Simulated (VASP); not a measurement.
Input of a VASP 6.6.1 run:

File INCAR:

```
ALGO = Normal
EDIFF = 1E-6
ENCUT = 520
GGA = PS
ISIF = 2
ISMEAR = 0
LASPH = T
LCHARG = F
LREAL = F
LWAVE = F
NBANDS = 24
NELM = 100
PREC = Accurate
SIGMA = 0.1
```

KPOINTS

```
k-points
0
Gamma
  12 12 12
```

File POSCAR:

```
AlNi3
1.0
    0.0000000000      2.8018887551      2.8018887551
    2.8018887551      0.0000000000      2.8018887551
    2.8018887551      2.8018887551      0.0000000000
Al Ni
1 3
Direct
    0.5000000000      0.5000000000      0.5000000000
    0.2500000000      0.2500000000      0.2500000000
    0.0000000000      0.0000000000      0.0000000000
    0.7500000000      0.7500000000      0.7500000000
```

Potentials or basis: VASP PAW PBE potentials, release 64 (Al, Ni).

Launch:

```console
$ cat potpaw_PBE.64/Al/POTCAR potpaw_PBE.64/Ni/POTCAR > POTCAR
$ mpirun -np 1 vasp_std > vasp.out
```

Problem. What does it give for the pressure?

Solution. -0.7 GPa.

Problem. What does it give for the band gap on the k mesh?

Solution. Zero (an odd number of electrons rules out a gap without spin polarisation).

Caveat: the PAW data sets were made with another functional, which shifts forces and pressure a little. Spin polarisation is off, so any magnetic state and its effect on volume and gap are missing.
